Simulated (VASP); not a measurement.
Set up this calculation in VASP 6.6.1, as the native input.

| Property | Result |
| --- | --- |
| Task | single point |
| Functional | PBE |
| Potentials or basis | VASP PAW PBE potentials, release 64 (Y_sv, C, O) |
| Cutoff | 520 eV |
| k mesh | 4 × 5 × 1 |
| Occupations | gaussian, width 0.1 eV |
| Spin | no spin polarisation |
| Dipole correction | yes |
| Further INCAR settings | ALGO = Normal; EDIFF = 1e-06; NBANDS = 60 |

The structure of Y8CO lies in POSCAR:

```
Y8CO
1.0
    7.3129608291      0.0000000000      0.0000000000
    0.0000000000      5.6740148963      0.0000000000
    0.0000000000      0.0000000000     21.9980757826
Y C O
8 1 1
Direct
    0.0000000000      0.7500000000      0.1818340858
    0.5000000000      0.7500000000      0.1818340858
    0.2500000000      0.2500000000      0.2298171451
    0.7500000000      0.2500000000      0.2298171451
    0.2500000000      0.7500000000      0.3130925676
    0.7500000000      0.7500000000      0.3130925676
    0.0000000000      0.2500000000      0.3635806996
    0.5000000000      0.2500000000      0.3635806996
    0.5000000000      0.2500000000      0.5026837752
    0.5000000000      0.2500000000      0.5554156601
```

These files were run (other wordings do the same):

INCAR

```
ALGO = Normal
DIPOL = 0.5 0.5 0.323
EDIFF = 1E-6
ENCUT = 520
GGA = PE
IDIPOL = 3
ISIF = 2
ISMEAR = 0
LASPH = T
LCHARG = F
LDIPOL = T
LREAL = F
LWAVE = F
NBANDS = 60
NELM = 80
PREC = Accurate
SIGMA = 0.1
```

KPOINTS

```
k-points
0
Gamma
  4 5 1
```

Potentials or basis: VASP PAW PBE potentials, release 64 (Y_sv, C, O).

Command:

```sh
$ cat potpaw_PBE.64/Y_sv/POTCAR potpaw_PBE.64/C/POTCAR potpaw_PBE.64/O/POTCAR > POTCAR
$ mpirun -np 1 vasp_std > vasp.out
```

Results of the run:

```
Largest force          : 0.999 eV/Å
Band gap on the k mesh : zero (bands 49 and 50 overlap by 0.12 eV)
```

Run time: 16 min on 1 thread of Intel(R) Xeon(R) 6975P-C (Granite Rapids), on a shared host, peak memory 0.98 GiB.
